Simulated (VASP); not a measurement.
Here is a VASP 6.6.1 calculation.

INCAR

```
PREC     = Accurate       # precision mode
ENCUT    = 520            # plane-wave cutoff, eV
EDIFF    = 1E-7           # SCF threshold, eV
ISMEAR   = 0              # smearing method
SIGMA    = 0.1            # smearing width, eV
LREAL    = False          # projectors in reciprocal space
LASPH    = True           # aspherical terms in the spheres
NELM     = 60             # most SCF steps
ALGO     = Normal         # electronic algorithm
ISIF     = 2              # what is computed and relaxed
LWAVE    = False          # write WAVECAR
LCHARG   = False          # write CHGCAR
GGA      = PE             # functional
NBANDS   = 26             # bands
```

The input KPOINTS:

```
Automatic mesh
0
Gamma
  6 6 6
```

POSCAR

```
GaP
1.0
    1.9432876699      1.1219576593      6.4296152397
   -1.9432876699      1.1219576593      6.4296152397
    0.0000000000     -2.2439153187      6.4296152397
Ga P
2 2
Direct
    0.5642130252      0.5642130252      0.5642130252
    0.4357869748      0.4357869748      0.4357869748
    0.9422348688      0.9422348688      0.9422348688
    0.0577651312      0.0577651312      0.0577651312
```

Potentials or basis: VASP PAW PBE potentials, release 64 (Ga_d, P).

Launch:

```sh
$ cat potpaw_PBE.64/Ga_d/POTCAR potpaw_PBE.64/P/POTCAR > POTCAR
$ mpirun -np 1 vasp_std > vasp.out
```

Problem. Estimate the largest force.

Solution. 0.113 eV/Å.

Problem. Predict the pressure.

Solution. -0.1 GPa.

Problem. Estimate the band gap on the k mesh.

Solution. 0.80 eV, indirect (least direct gap 1.17 eV).

Stress tensor (GPa, compression positive):
```
-0.03  0.00  0.00
 0.00 -0.03  0.00
 0.00  0.00 -0.18
```

A k mesh can miss the band edges. A hybrid or GW would open this gap; PBE tends to underestimate it.
